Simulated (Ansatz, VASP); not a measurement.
# One calculation of Fe, two programs

INCAR

```
PREC = Accurate
ENCUT = 520
EDIFF = 1E-7
ISMEAR = -1
SIGMA = 0.06122561905347299
LREAL = F
LASPH = T
NELM = 150
ALGO = Normal
ISIF = 2
LWAVE = F
LCHARG = T
ISPIN = 2
MAGMOM = 2.5
LORBIT = 11
LMAXMIX = 4
GGA = PE
LELF = T
LVHAR = T
NBANDS = 14
```

The input KPOINTS:

```
Automatic mesh
0
Gamma
  16 16 16
```

The input POSCAR:

```
Fe
1.0
   -1.4012005858      1.4012005858      1.4012005858
    1.4012005858     -1.4012005858      1.4012005858
    1.4012005858      1.4012005858     -1.4012005858
Fe
1
Direct
    0.0000000000      0.0000000000      0.0000000000
```

Input for Ansatz:

```yaml
crystal:
  atoms:
  - position: [0.0, 0.0, 0.0]
    spin: 2.5
    symbol: Fe
  lattice:
  - [-1.4012005857760892, 1.4012005857760892, 1.4012005857760892]
  - [1.4012005857760892, -1.4012005857760892, 1.4012005857760892]
  - [1.4012005857760892, 1.4012005857760892, -1.4012005857760892]
hamiltonian:
  dispersion: none
  pseudopotentials:
    dirac_shells:
      Fe: [2p]
    kind: all_electron
    lapw: {basis_error: 0.025 meV}
    relativity: scalar
  xc: pbe
kpoints:
  mp_grid:
    grid: [16, 16, 16]
    shift: [0, 0, 0]
magnetization: {spin_polarized: true}
output: {forces: true, stress: true}
scf:
  convergence: {dr2_threshold: 1e-10 eV}
  lower_state_search: 'off'
  max_iter: 200
  occupations: {method: fermi_dirac, width: 0.06122561905347299}
```

Alike in both runs: task single point; functional PBE; k mesh 16 × 16 × 16; occupations fermi-dirac, width 0.0612256 eV; collinear spin.

|  | VASP | Ansatz |
| --- | --- | --- |
| version | VASP 6.6.1 | Ansatz 0.2 development build |
| potentials or method | VASP PAW PBE potentials, release 64 (Fe), cutoff 520 eV | all-electron full-potential LAPW, scalar-relativistic |

Ansatz gave:

| Item | Value |
| --- | --- |
| pressure (GPa) | 6.0 |
| net moment per atom (μB) | 2.09 |
| size of the moment on the site where the two differ most (μB) | 2.14 |

Which values does VASP return?

Pressure (GPa): 6.1; net moment per atom (μB): 2.12; size of the moment on the site where the two differ most (μB): 2.11.

Site moments also hang on the region over which each program counts them. Ansatz ran all-electron here, and VASP with PAW potentials.
